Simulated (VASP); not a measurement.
Wanted: the native input for a VASP 6.6.1 run.

| Quantity | Value |
| --- | --- |
| Task | single point |
| Functional | PBE |
| Potentials or basis | VASP PAW PBE potentials, release 64 (Ca_sv, B) |
| Cutoff | 520 eV |
| k mesh | 8 × 8 × 8 |
| Occupations | gaussian, width 0.01 eV |
| Spin | no spin polarisation |
| Dipole correction | no |
| Further INCAR settings | ALGO = Normal; EDIFF = 1e-06; NBANDS = 23 |

The structure of CaB6 lies in POSCAR:

```
CaB6
1.0
    4.1477323593      0.0000000000      0.0000000000
    0.0000000000      4.1477323593      0.0000000000
    0.0000000000      0.0000000000      4.1477323593
Ca B
1 6
Direct
    0.5000000000      0.5000000000      0.5000000000
    0.0000000000      0.0000000000      0.2982058809
    0.0000000000      0.0000000000      0.7017941191
    0.2982058809      0.0000000000      0.0000000000
    0.7017941191      0.0000000000      0.0000000000
    0.0000000000      0.2982058809      0.0000000000
    0.0000000000      0.7017941191      0.0000000000
```

One way to write it, as run:

INCAR

```
ALGO = Normal
EDIFF = 1E-6
ENCUT = 520
GGA = PE
ISIF = 2
ISMEAR = 0
LASPH = T
LCHARG = F
LREAL = F
LWAVE = F
NBANDS = 23
NELM = 100
PREC = Accurate
SIGMA = 0.01
```

KPOINTS

```
k-points
0
Gamma
  8 8 8
```

Potentials or basis: VASP PAW PBE potentials, release 64 (Ca_sv, B).

Launch:

```sh
$ cat potpaw_PBE.64/Ca_sv/POTCAR potpaw_PBE.64/B/POTCAR > POTCAR
$ mpirun -np 1 vasp_std > vasp.out
```

It gave:

```
Pressure               : 0.1 GPa
Largest force          : 0.016 eV/Å
Band gap on the k mesh : 0.07 eV (least direct gap 0.14 eV)
```

It took 38 s on 1 thread of Intel(R) Xeon(R) Platinum 8259CL CPU @ 2.50GHz (Skylake/Cascade Lake), with other jobs on the host, peak memory 0.2 GiB.
